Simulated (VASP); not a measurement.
**Bi: single point with PBEsol**

Crystal: Bi.

```xyz
2
Lattice="4.4626 0.0000 0.0000 -2.2313 3.8647 0.0000 0.0000 0.0000 11.4524" Properties=species:S:1:pos:R:3 pbc="T T T"
Bi    0.0000    2.5765    2.8631
Bi    2.2313    1.2882    8.5893
```

This cell differs from its parent crystal: strained.

| Quantity | Value |
| --- | --- |
| Program | VASP 6.6.1 |
| Task | single point |
| Functional | PBEsol |
| Potentials or basis | VASP PAW PBE potentials, release 64 (Bi_d) |
| Cutoff | 520 eV |
| k mesh | 12 × 12 × 4 |
| Occupations | gaussian, width 0.1 eV |
| Spin | no spin polarisation |
| Dipole correction | no |
| Further INCAR settings | ALGO = Normal; EDIFF = 1e-06; NBANDS = 22 |

```json
{
  "Pressure": "-3.9 GPa",
  "Band gap on the k mesh": "zero (band 15 reaches 0.65 eV, above the bottom of band 16 at -1.71 eV)"
}
```

Stress tensor (GPa, compression positive):
```
-5.59  0.00  0.00
 0.00 -5.59  0.00
 0.00  0.00 -0.55
```

Levels at points of the mesh, in eV from the Fermi level:
```csv
k point,band 12,band 13,band 14,band 15,band 16,band 17,band 18,band 19
"(0.00, 0.00, 0.00)",-10.40,-0.97,-0.35,1.52,1.52,1.54,1.54,2.99
"(0.50, 0.00, 0.00)",-10.02,-1.53,-1.49,0.04,0.22,0.75,0.80,4.70
"(0.00, 0.00, 0.50)",-10.40,-0.70,-0.70,1.53,1.53,1.53,1.53,3.82
"(0.50, 0.00, 0.50)",-10.02,-1.51,-1.51,0.14,0.14,0.77,0.77,4.62
```

Wall time 120 s on 1 thread of Intel(R) Xeon(R) Platinum 8488C (Sapphire Rapids), on a shared host, peak memory 0.43 GiB.

Caveat: the cell differs from its parent crystal (strained); the PAW data sets were made with another functional, which shifts forces and pressure a little; spin-orbit coupling is left out, which moves the levels of the heavy elements.
